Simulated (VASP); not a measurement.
Write the native input for VASP 6.6.1 that does the following.

| Quantity | Value |
| --- | --- |
| Task | single point |
| Functional | r2SCAN |
| Potentials or basis | VASP PAW PBE potentials, release 64 (Cu_sv_GW) |
| Cutoff | 900 eV |
| k mesh | 15 × 15 × 15 |
| Occupations | fermi-dirac, width 0.1 eV |
| Spin | no spin polarisation |
| Dipole correction | no |
| Further INCAR settings | ALGO = Normal; EDIFF = 1e-06; NBANDS = 16 |

The system is Cu.

```
Cu
1.0
     2.36909    0.00000    0.00000
     0.00000    2.36909    0.00000
     0.00000    0.00000    2.36909
Cu
1
Cartesian
  0.0000 0.0000 0.0000
```

This isn't the form of Cu at room conditions, which is fcc.

One way to write it, as run:

POSCAR

```
Cu
1.0
    2.3690857482      0.0000000000      0.0000000000
    0.0000000000      2.3690857482      0.0000000000
    0.0000000000      0.0000000000      2.3690857482
Cu
1
Direct
    0.0000000000      0.0000000000      0.0000000000
```

INCAR.step1

```
PREC     = Accurate       # precision mode
ENCUT    = 900            # plane-wave cutoff, eV
ISMEAR   = -1             # smearing method
SIGMA    = 0.1            # smearing width, eV
LREAL    = False          # projectors in reciprocal space
LASPH    = True           # aspherical terms in the spheres
NELM     = 120            # most SCF steps
NBANDS   = 16             # bands
GGA      = PE             # functional
ALGO     = Normal         # electronic algorithm
EDIFF    = 1E-5           # SCF threshold, eV
LWAVE    = True           # write WAVECAR
LCHARG   = False          # write CHGCAR
GGA_COMPAT= False
```

INCAR.step2

```
PREC     = Accurate       # precision mode
ENCUT    = 900            # plane-wave cutoff, eV
EDIFF    = 1E-6           # SCF threshold, eV
ISMEAR   = -1             # smearing method
SIGMA    = 0.1            # smearing width, eV
LREAL    = False          # projectors in reciprocal space
LASPH    = True           # aspherical terms in the spheres
NELM     = 120            # most SCF steps
ALGO     = Normal         # electronic algorithm
ISIF     = 2              # what is computed and relaxed
LWAVE    = False          # write WAVECAR
LCHARG   = False          # write CHGCAR
METAGGA  = R2SCAN         # meta-GGA
LMIXTAU  = True         
NBANDS   = 16             # bands
ISTART   = 1            
GGA_COMPAT= False
```

KPOINTS

```
Automatic mesh
0
Gamma
  15 15 15
```

Potentials or basis: VASP PAW PBE potentials, release 64 (Cu_sv_GW).

Launch:

```console
$ cat potpaw_PBE.64/Cu_sv_GW/POTCAR > POTCAR
$ cp INCAR.step1 INCAR
$ mpirun -np 1 vasp_std > vasp.out
$ cp INCAR.step2 INCAR
$ mpirun -np 1 vasp_std > vasp.out
```

Results of the run:

- Pressure: -0.5 GPa
- Band gap on the k mesh: zero (an odd number of electrons rules out a gap without spin polarisation)

Caveat: the PAW data sets were made with another functional, which shifts forces and pressure a little.

It took 100 s on 1 thread of AMD EPYC 9R45 (Zen 5), on a shared host, peak memory 0.17 GiB.
